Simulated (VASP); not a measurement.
# Na3ScAg (Pm-3m) in VASP: a series of runs

Runs on Na3ScAg. Level: PBE. Tasks: single point.

Everything below comes from runs of VASP 6.6.1. Logs are shortened: lines on timing, memory, paths and dates and some standing lists are left out, and cuts for length are marked.

**1. The cell of the first run**

The structure is cubic, space group Pm-3m (No. 221). The conventional cell has a = 4.405 Å, b = 4.405 Å, c = 4.405 Å, α = 90.00°, β = 90.00°, γ = 90.00°. Within 2.9 Å of Na (site symmetry 4/mmm) lie 2 Ag at 2.20 Å. Sc (site symmetry m-3m) has 12 Na at 3.11 Å and 8 Ag at 3.81 Å within 4.1 Å. Within 2.9 Å of Ag (site symmetry m-3m) lie 6 Na at 2.20 Å.

The cell was generated, and may not be a known phase.

**2. Single point, PBE**

Input file INCAR:

```
SYSTEM = Na3ScAg
ALGO = Fast ; EDIFF = 1E-6
ENCUT = 520 ; GGA = PE
ISIF = 2 ; ISMEAR = 0
LASPH = .TRUE. ; LCHARG = .FALSE.
LREAL = .FALSE. ; LWAVE = .FALSE.
NBANDS = 30 ; NELM = 100
PREC = Accurate ; SIGMA = 0.1
```

Input file KPOINTS:

```
k-points
0
G
  4 4 4
  0 0 0
```

Input file POSCAR:

```
Na3ScAg
1.0
    4.4050124800      0.0000000000      0.0000000000
    0.0000000000      4.4050124800      0.0000000000
    0.0000000000      0.0000000000      4.4050124800
Na Sc Ag
3 1 1
Direct
    0.0000000000      0.5000000000      0.5000000000
    0.5000000000      0.0000000000      0.5000000000
    0.5000000000      0.5000000000      0.0000000000
    0.0000000000      0.0000000000      0.0000000000
    0.5000000000      0.5000000000      0.5000000000
```

Potentials or basis: VASP PAW PBE potentials, release 64 (Na_pv, Sc_sv, Ag).

The run is started by

```sh
$ cat potpaw_PBE.64/Na_pv/POTCAR potpaw_PBE.64/Sc_sv/POTCAR potpaw_PBE.64/Ag/POTCAR > POTCAR
$ mpirun -np 1 vasp_std > vasp.out
```

OUTCAR:

```text
SYSTEM = Na3ScAg
   EDIFF = 1E-6
   ENCUT = 520
   GGA = PE
   ISIF = 2
   ISMEAR = 0
   LASPH = .TRUE.
   LREAL = .FALSE.
   NELM = 100
   PREC = Accurate

 ion  position               nearest neighbor table
   1  0.000  0.500  0.500-   5 2.20   5 2.20
   2  0.500  0.000  0.500-   5 2.20   5 2.20
   3  0.500  0.500  0.000-   5 2.20   5 2.20
   4  0.000  0.000  0.000-
   5  0.500  0.500  0.500-   1 2.20   2 2.20   3 2.20   3 2.20   2 2.20   1 2.20

  LATTYP: Found a simple cubic cell.
 ALAT       =     4.4050124800

  Lattice vectors:

 A1 = (   4.4050124800,   0.0000000000,   0.0000000000)
 A2 = (   0.0000000000,   4.4050124800,   0.0000000000)
 A3 = (   0.0000000000,   0.0000000000,   4.4050124800)

Analysis of symmetry for initial positions (statically):
=====================================================================
 Subroutine PRICEL returns:
 Original cell was already a primitive cell.

 Routine SETGRP: Setting up the symmetry group for a
 simple cubic supercell.

 Subroutine GETGRP returns: Found 48 space group operations
 (whereof 48 operations were pure point group operations)
 out of a pool of 48 trial point group operations.

The static configuration has the point symmetry O_h .

Analysis of symmetry for dynamics (positions and initial velocities):
=====================================================================
 Subroutine PRICEL returns:
 Original cell was already a primitive cell.

 Routine SETGRP: Setting up the symmetry group for a
 simple cubic supercell.

 Subroutine GETGRP returns: Found 48 space group operations
 (whereof 48 operations were pure point group operations)
 out of a pool of 48 trial point group operations.

The dynamic configuration has the point symmetry O_h .

 Subroutine INISYM returns: Found 48 space group operations
 (whereof 48 operations are pure point group operations),
 and found     1 'primitive' translations

----------------------------------------------------------------------------------------

                                     Primitive cell

  volume of cell :      85.4755

  direct lattice vectors                    reciprocal lattice vectors
     4.405012480  0.000000000  0.000000000     0.227014113  0.000000000  0.000000000
     0.000000000  4.405012480  0.000000000     0.000000000  0.227014113  0.000000000
     0.000000000  0.000000000  4.405012480     0.000000000  0.000000000  0.227014113

  length of vectors
     4.405012480  4.405012480  4.405012480     0.227014113  0.227014113  0.227014113

  position of ions in fractional coordinates (direct lattice)
     0.000000000  0.500000000  0.500000000
     0.500000000  0.000000000  0.500000000
     0.500000000  0.500000000  0.000000000
     0.000000000  0.000000000  0.000000000
     0.500000000  0.500000000  0.500000000

  ion indices of the primitive-cell ions
   primitive index   ion index
                 1           1
                 2           2
                 3           3
                 4           4
                 5           5

----------------------------------------------------------------------------------------

 KPOINTS: k-points

Automatic generation of k-mesh.
 Grid dimensions read from file:
 generate k-points for:    4    4    4

 Generating k-lattice:

  Cartesian coordinates                     Fractional coordinates (reciprocal lattice)
     0.056753528  0.000000000  0.000000000     0.250000000  0.000000000  0.000000000
     0.000000000  0.056753528  0.000000000     0.000000000  0.250000000  0.000000000
     0.000000000  0.000000000  0.056753528     0.000000000  0.000000000  0.250000000

  Length of vectors
     0.056753528  0.056753528  0.056753528

  Shift w.r.t. Gamma in fractional coordinates (k-lattice)
     0.000000000  0.000000000  0.000000000

 Subroutine IBZKPT returns following result:
 ===========================================

 Found     10 irreducible k-points:

 Following reciprocal coordinates:
            Coordinates               Weight
  0.000000  0.000000  0.000000      1.000000
  0.250000  0.000000  0.000000      6.000000
  0.500000  0.000000  0.000000      3.000000
  0.250000  0.250000  0.000000     12.000000
  0.500000  0.250000  0.000000     12.000000
  0.500000  0.500000  0.000000      3.000000
  0.250000  0.250000  0.250000      8.000000
  0.500000  0.250000  0.250000     12.000000
  0.500000  0.500000  0.250000      6.000000
  0.500000  0.500000  0.500000      1.000000
   k-points           NKPTS =     10   k-points in BZ     NKDIM =     10   number of bands    NBANDS=     30
   number of dos      NEDOS =    301   number of ions     NIONS =      5
   total plane-waves  NPLWV =  46656
   dimension x,y,z NGX =    36 NGY =   36 NGZ =   36
   dimension x,y,z NGXF=    72 NGYF=   72 NGZF=   72
   ions per type =               3   1   1
   NGX,Y,Z   is equivalent  to a cutoff of  13.59, 13.59, 13.59 a.u.
   NGXF,Y,Z  is equivalent  to a cutoff of  27.17, 27.17, 27.17 a.u.
 SYSTEM =  Na3ScAg
   PREC   = accura    normal or accurate (medium, high low for compatibility)
   ISTART =      0    job   : 0-new  1-cont  2-samecut
   ICHARG =      2    charge: 1-file 2-atom 10-const
   ISPIN  =      1    spin polarized calculation?
   LNONCOLLINEAR =      F non collinear calculations
   LSORBIT =      F    spin-orbit coupling
   LASPH  =      T    aspherical Exc in radial PAW
   ENCUT  =  520.0 eV  38.22 Ry    6.18 a.u.   8.19  8.19  8.19*2*pi/ulx,y,z
   NELM   =    100;   NELMIN=  2; NELMDL= -5     # of ELM steps
   EDIFF  = 0.1E-05   stopping-criterion for ELM
   LREAL  =      F    real-space projection
   EDIFFG = 0.1E-04   stopping-criterion for IOM
   NSW    =      0    number of steps for IOM
   IBRION =     -1    ionic relax: 0-MD 1-quasi-New 2-CG
   NFREE  =      0    steps in history (QN), initial steepest desc. (CG)
   ISIF   =      2    stress and relaxation
   ISYM   =      2    0-nonsym 1-usesym 2-fastsym
   POTIM  = 0.5000    time-step for ionic-motion
   TEBEG  =    0.0;   TEEND  =   0.0 temperature during run
   PSTRESS=    0.0 pullay stress
   NELECT =      43.0000    total number of electrons
   NUPDOWN=      -1.0000    fix difference up-down
   EMIN   =  10.00;   EMAX   =-10.00  energy-range for DOS
   EFERMI =   0.00;   METHOD = LEGACY
   ISMEAR =     0;   SIGMA  =   0.10  broadening in eV -4-tet -1-fermi 0-gaus
   EFERMI_NEDOS =   21; number of points for ismear=-14 and -15
   IALGO  =     68    algorithm
   IMIX   =      4    mixing-type and parameters
     AMIX     =   0.40;   BMIX     =  1.00
     AMIX_MAG =   1.60;   BMIX_MAG =  1.00
  volume/ion in A,a.u.               =      17.10       115.36
  Fermi-wavevector in a.u.,A,eV,Ry     =   1.302019  2.460458 23.065308  1.695252
  Thomas-Fermi vector in A             =   2.433114
   LORBIT       =      0    0 simple, 1 ext, 2 COOP (PROOUT), +10 PAW based schemes
   GGA     = PE    functional components
   LHFCALC =     F    Hartree Fock is set to
   AEXX    =    0.0000 exact exchange contribution
   IVDW    =     0    specifies the selected vdW correction
   LEPSILON=     F    determine dielectric tensor
   LRPA    =     F    only Hartree local field effects (RPA)
 non-spin polarized calculation
 RMM-DIIS sequential band-by-band and
 Gauss-broadening in eV      SIGMA  =   0.10
  energy-cutoff  :      520.00
  volume of cell :       85.48
 maximum number of plane-waves:      2325
 NGX is ok and might be reduce to    36
   NGX = 17   NGY = 17   NGZ = 17

 number of electron      43.0000041 magnetization

 Free energy of the ion-electron system (eV)
  ---------------------------------------------------
  ext. energy  EPLUGINS =         0.00000000
  ---------------------------------------------------
  free energy    TOTEN  =        -4.76687211 eV

  energy without entropy =       -4.75795355  energy(sigma->0) =       -4.76241283

 E-fermi :   5.3394     XC(G=0): -10.0912

 val. band max:        5.1690517002   @ k =   0.5000   0.2500   0.0000
 cond. band min:       5.4191675756   @ k =   0.2500   0.2500   0.0000
 fundamental gap:      0.2501158754
 Fermi energy:         5.3393845925

 k-point     1 :       0.0000    0.0000    0.0000
  band No.  band energies     occupation
      1     -44.8788      2.00000
      2     -23.5309      2.00000
      3     -23.5309      2.00000
      4     -23.5309      2.00000
      5     -19.4301      2.00000
      6     -19.4301      2.00000
[... 22 lines left out ...]
     29      11.9227      0.00000
     30      11.9227      0.00000

 k-point     2 :       0.2500    0.0000    0.0000
  band No.  band energies     occupation
      1     -44.8786      2.00000
      2     -23.5340      2.00000
      3     -23.5300      2.00000
      4     -23.5300      2.00000
      5     -19.4701      2.00000
      6     -19.4255      2.00000
[... 22 lines left out ...]
     29      12.2119      0.00000
     30      12.2441      0.00000

 k-point     3 :       0.5000    0.0000    0.0000
  band No.  band energies     occupation
      1     -44.8785      2.00000
      2     -23.5371      2.00000
      3     -23.5290      2.00000
      4     -23.5290      2.00000
      5     -19.5117      2.00000
      6     -19.4206      2.00000
[... 22 lines left out ...]
     29       9.9061      0.00000
     30       9.9061      0.00000

 k-point     4 :       0.2500    0.2500    0.0000
  band No.  band energies     occupation
      1     -44.8785      2.00000
      2     -23.5345      2.00000
      3     -23.5331      2.00000
      4     -23.5291      2.00000
      5     -19.4962      2.00000
      6     -19.4396      2.00000
[... 22 lines left out ...]
     29      10.7684      0.00000
     30      11.5481      0.00000

 k-point     5 :       0.5000    0.2500    0.0000
  band No.  band energies     occupation
      1     -44.8784      2.00000
      2     -23.5376      2.00000
      3     -23.5336      2.00000
      4     -23.5281      2.00000
      5     -19.5346      2.00000
      6     -19.4425      2.00000
[... 22 lines left out ...]
     29      10.0849      0.00000
     30      10.7636      0.00000

 k-point     6 :       0.5000    0.5000    0.0000
  band No.  band energies     occupation
      1     -44.8782      2.00000
      2     -23.5382      2.00000
      3     -23.5382      2.00000
      4     -23.5272      2.00000
      5     -19.5678      2.00000
      6     -19.4547      2.00000
[... 22 lines left out ...]
     29      10.6238      0.00000
     30      11.2895      0.00000

 k-point     7 :       0.2500    0.2500    0.2500
  band No.  band energies     occupation
      1     -44.8783      2.00000
      2     -23.5344      2.00000
      3     -23.5344      2.00000
      4     -23.5321      2.00000
      5     -19.5222      2.00000
      6     -19.4373      2.00000
[... 22 lines left out ...]
     29      10.6797      0.00000
     30      10.6824      0.00000

 k-point     8 :       0.5000    0.2500    0.2500
  band No.  band energies     occupation
      1     -44.8782      2.00000
      2     -23.5382      2.00000
      3     -23.5343      2.00000
      4     -23.5327      2.00000
      5     -19.5587      2.00000
      6     -19.4442      2.00000
[... 22 lines left out ...]
     29       9.3114      0.00000
     30      10.5024      0.00000

 k-point     9 :       0.5000    0.5000    0.2500
  band No.  band energies     occupation
      1     -44.8781      2.00000
      2     -23.5389      2.00000
      3     -23.5389      2.00000
      4     -23.5334      2.00000
      5     -19.5915      2.00000
      6     -19.4546      2.00000
[... 22 lines left out ...]
     29       9.0682      0.00000
     30      10.0191      0.00000

 k-point    10 :       0.5000    0.5000    0.5000
  band No.  band energies     occupation
      1     -44.8779      2.00000
      2     -23.5395      2.00000
      3     -23.5395      2.00000
      4     -23.5395      2.00000
      5     -19.6226      2.00000
      6     -19.4545      2.00000
[... 22 lines left out ...]
     29       9.0778      0.00000
     30       9.0778      0.00000

------------------------ aborting loop because EDIFF is reached ----------------------------------------

  FORCE on cell =-STRESS in cart. coord.  units (eV):
  Direction    XX          YY          ZZ          XY          YZ          ZX
  --------------------------------------------------------------------------------------
  -------------------------------------------------------------------------------------
  Total       20.7329847     20.7329847     20.7329847     -0.0000000      0.0000000     -0.0000000
  in kB      388.6252186    388.6252186    388.6252186     -0.0000000      0.0000000     -0.0000000
  external PRESSURE =     388.6252186 kB  Pullay stress =       0.0000000 kB

 VOLUME and BASIS-vectors are now :
 -----------------------------------------------------------------------------
  energy-cutoff  :      520.00
  volume of cell :       85.48
      direct lattice vectors                 reciprocal lattice vectors
     4.405012480  0.000000000  0.000000000     0.227014113  0.000000000  0.000000000
     0.000000000  4.405012480  0.000000000     0.000000000  0.227014113  0.000000000
     0.000000000  0.000000000  4.405012480     0.000000000  0.000000000  0.227014113

 POSITION                                       TOTAL-FORCE (eV/Angst)
 -----------------------------------------------------------------------------------
      0.00000      2.20251      2.20251         0.000000      0.000000      0.000000
      2.20251      0.00000      2.20251         0.000000      0.000000      0.000000
      2.20251      2.20251      0.00000         0.000000      0.000000      0.000000
      0.00000      0.00000      0.00000         0.000000      0.000000      0.000000
      2.20251      2.20251      2.20251         0.000000      0.000000      0.000000
 -----------------------------------------------------------------------------------
    total drift:                                0.000000      0.000000      0.000000

  FREE ENERGIE OF THE ION-ELECTRON SYSTEM (eV)
  ---------------------------------------------------
  free  energy   TOTEN  =        -4.7668721068 eV

  energy  without entropy=       -4.7579535457  energy(sigma->0) =       -4.76241283
```

Run time: 38 s. Hardware: 1 thread of AMD EPYC 7R13 (Zen 3), shared host; peak memory 0.18 GiB.

What came out:

| Item | Value |
| --- | --- |
| Free energy | -4.7669 eV |
| Pressure | 38.9 GPa |
| Band gap on the k mesh | zero (an odd number of electrons rules out a gap without spin polarisation) |

Levels at points of the mesh, in eV from the Fermi level:
```
           k point  band 17  band 18  band 19  band 20  band 21  band 22  band 23  band 24  band 25  band 26
(0.00, 0.00, 0.00)    -6.61    -6.61    -6.09    -0.35    -0.35     1.12     1.12     1.12     1.43     1.43
(0.50, 0.00, 0.00)    -6.58    -6.38    -4.13    -3.60    -0.20     0.21     0.21     1.12     1.50     3.06
(0.50, 0.50, 0.00)    -6.50    -6.10    -3.04    -1.61    -1.61    -1.20     0.84     0.84     1.45     1.59
(0.50, 0.50, 0.50)    -6.09    -6.09    -1.46    -1.15    -1.15    -1.15     0.81     0.81     0.81     0.97
```

Caveat: the cell stands under pressure.

**3. Single point, PBE**

This run uses another cell than the first one, of 32.60 Å³/atom.

Input file INCAR:

```
SYSTEM = Na3ScAg
PREC = Accurate
ENCUT = 520
EDIFF = 1E-6
ISMEAR = 0
SIGMA = 0.1
LREAL = .False.
LASPH = .True.
NELM = 60
ALGO = Fast
ISIF = 2
LWAVE = .False.
LCHARG = .False.
GGA = PE
NBANDS = 30
```

Input file KPOINTS:

```
Automatic mesh
0
Gamma
  4 4 4
  0 0 0
```

Edit POSCAR of step 2 so:

```diff
@@ -2,5 +2,5 @@
 1.0
-    4.4050124800      0.0000000000      0.0000000000
-    0.0000000000      4.4050124800      0.0000000000
-    0.0000000000      0.0000000000      4.4050124800
+    5.4626870992      0.0000000000      0.0000000000
+    0.0000000000      5.4626870992      0.0000000000
+    0.0000000000      0.0000000000      5.4626870992
 Na Sc Ag
```

Potentials or basis: VASP PAW PBE potentials, release 64 (Na_pv, Sc_sv, Ag).

The run is started by

```sh
$ cat potpaw_PBE.64/Na_pv/POTCAR potpaw_PBE.64/Sc_sv/POTCAR potpaw_PBE.64/Ag/POTCAR > POTCAR
$ mpirun -np 1 vasp_std > vasp.out
```

Wall time 64 s (1 thread of AMD EPYC 7R13 (Zen 3), shared host); peak memory 0.25 GiB.

The run converged. Its results:

```
Free energy            : -10.2014 eV
Pressure               : 0.3 GPa
Band gap on the k mesh : zero (an odd number of electrons rules out a gap without spin polarisation)
```

Levels at points of the mesh, in eV from the Fermi level:
```
           k point  band 18  band 19  band 20  band 21  band 22  band 23  band 24  band 25
(0.00, 0.00, 0.00)    -4.63    -4.14    -0.07    -0.07     0.07     0.47     0.47     0.47
(0.50, 0.00, 0.00)    -4.63    -3.12    -2.46     0.01     0.14     0.14     0.48     0.55
(0.50, 0.50, 0.00)    -4.64    -2.49    -1.19    -1.00    -1.00     0.33     0.33     0.47
(0.50, 0.50, 0.50)    -4.65    -1.84    -0.57    -0.57    -0.57    -0.16     0.46     0.46
```

The gap in the log of VASP goes by the Fermi energy; the results here count the filled bands.